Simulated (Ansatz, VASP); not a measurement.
**Two plane-wave programs on CsI**

```
Cs I
1.0
     4.60814    0.00000    0.00000
     0.00000    4.60814    0.00000
     0.00000    0.00000    4.60814
Cs I
1 1
Direct
  0.00000 0.00000 0.00000
  0.50000 0.50000 0.50000
```

Alike in both runs: task single point; functional PBE; k mesh 5 × 5 × 5; no spin polarisation.

|  | VASP | Ansatz |
| --- | --- | --- |
| version | VASP 6.6.1 | Ansatz 0.2.0 |
| potentials or method | VASP PAW PBE potentials, release 64 (Cs_sv, I) | plane waves |
| plane-wave cutoff (eV) | 500 | 420 |
| occupations | gaussian, width 0.01 eV | fixed |
| valence electrons in the cell | 16 | 26 |

```tsv
	VASP	Ansatz	Ansatz less VASP
gap on the k mesh at the Fermi level (eV)	3.83	3.84	+0.011
pressure (GPa)	0.4	0.4	-0.03
```

VASP's potentials hold 16 valence electrons a cell and Ansatz's 26, so a difference there can come from the potentials and not from the codes.

Spin-orbit coupling is off throughout.
